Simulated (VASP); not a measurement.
Wanted: the native input for a VASP 6.6.1 run.

| Property | Result |
| --- | --- |
| Task | single point |
| Functional | PBEsol |
| Potentials or basis | VASP PAW PBE potentials, release 64 (Ge_d, Ga_d) |
| Cutoff | 520 eV |
| k mesh | 7 × 7 × 7 |
| Occupations | fermi-dirac, width 0.05 eV |
| Spin | no spin polarisation |
| Dipole correction | no |
| Further INCAR settings | ALGO = Normal; EDIFF = 1e-06; NBANDS = 36 |

The structure of GaGe3 lies in POSCAR:

```
GaGe3
1.0
    0.0000000000      3.3871670000      3.3871670000
    3.3871670000      0.0000000000      3.3871670000
    3.3871670000      3.3871670000      0.0000000000
Ge Ga
3 1
Direct
    0.5000000000      0.5000000000      0.5000000000
    0.7500000000      0.7500000000      0.7500000000
    0.2500000000      0.2500000000      0.2500000000
    0.0000000000      0.0000000000      0.0000000000
```

These files were run (other wordings do the same):

INCAR

```
SYSTEM = GaGe3
PREC = Accurate ; ENCUT = 520
EDIFF = 1E-6 ; ISMEAR = -1
SIGMA = 0.05 ; LREAL = .FALSE.
LASPH = .TRUE. ; NELM = 100
ALGO = Normal ; ISIF = 2
LWAVE = .FALSE. ; LCHARG = .FALSE.
GGA = PS ; NBANDS = 36
```

KPOINTS

```
Automatic mesh
0
G
  7 7 7
  0 0 0
```

Potentials or basis: VASP PAW PBE potentials, release 64 (Ge_d, Ga_d).

Launch:

```bash
$ cat potpaw_PBE.64/Ge_d/POTCAR potpaw_PBE.64/Ga_d/POTCAR > POTCAR
$ mpirun -np 1 vasp_std > vasp.out
```

It gave:

```yaml
Pressure: -3.9 GPa
```

Caveat: the PAW data sets were made with another functional, which shifts forces and pressure a little.

Run time: 18 s on 1 thread of Intel(R) Xeon(R) 6975P-C (Granite Rapids), on a shared host, peak memory 0.22 GiB.
